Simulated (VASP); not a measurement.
Wanted: the native input for a VASP 6.6.1 run.

- Task: single point
- Functional: r2SCAN
- Potentials or basis: VASP PAW PBE potentials, release 64 (Al, N)
- Cutoff: 520 eV
- k mesh: 8 × 8 × 5
- Occupations: gaussian, width 0.03 eV
- Spin: no spin polarisation
- Dipole correction: no
- Further INCAR settings: ALGO = Normal; EDIFF = 1e-06; NBANDS = 16

The system is AlN.

```
CELL_PARAMETERS angstrom
3.11100 0.00000 0.00000
-1.55550 2.69421 0.00000
0.00000 0.00000 5.01089
ATOMIC_POSITIONS crystal
Al 0.33333 0.66667 0.00066
Al 0.66667 0.33333 0.50066
N 0.33333 0.66667 0.38134
N 0.66667 0.33333 0.88134
```

These files were run (other wordings do the same):

POSCAR

```
AlN
1.0
    3.1109999993      0.0000000000      0.0000000000
   -1.5554999997      2.6942050306      0.0000000000
    0.0000000000      0.0000000000      5.0108860000
Al N
2 2
Direct
    0.3333333333      0.6666666667      0.0006649404
    0.6666666667      0.3333333333      0.5006649404
    0.3333333333      0.6666666667      0.3813350596
    0.6666666667      0.3333333333      0.8813350596
```

INCAR.step1

```
PREC = Accurate
ENCUT = 520
ISMEAR = 0
SIGMA = 0.03
LREAL = False
LASPH = True
NELM = 80
NBANDS = 16
GGA = PE
ALGO = Normal
EDIFF = 1E-4
LWAVE = True
LCHARG = False
```

INCAR.step2

```
PREC = Accurate
ENCUT = 520
EDIFF = 1E-6
ISMEAR = 0
SIGMA = 0.03
LREAL = False
LASPH = True
NELM = 80
ALGO = Normal
ISIF = 2
LWAVE = False
LCHARG = True
METAGGA = R2SCAN
LMIXTAU = True
LELF = True
LVHAR = True
NBANDS = 16
ISTART = 1
```

KPOINTS

```
regular mesh
0
Gamma
  8 8 5
```

Potentials or basis: VASP PAW PBE potentials, release 64 (Al, N).

Command:

```console
$ cat potpaw_PBE.64/Al/POTCAR potpaw_PBE.64/N/POTCAR > POTCAR
$ cp INCAR.step1 INCAR
$ mpirun -np 1 vasp_std > vasp.out
$ cp INCAR.step2 INCAR
$ mpirun -np 1 vasp_std > vasp.out
```

Results of the run:

```
Pressure               : -2.2 GPa
Band gap on the k mesh : 4.86 eV, direct
```

Caveat: the PAW data sets were made with another functional, which shifts forces and pressure a little.

Run time: 26 s on 1 thread of Intel(R) Xeon(R) 6975P-C (Granite Rapids) (shared host), peak memory 0.16 GiB.
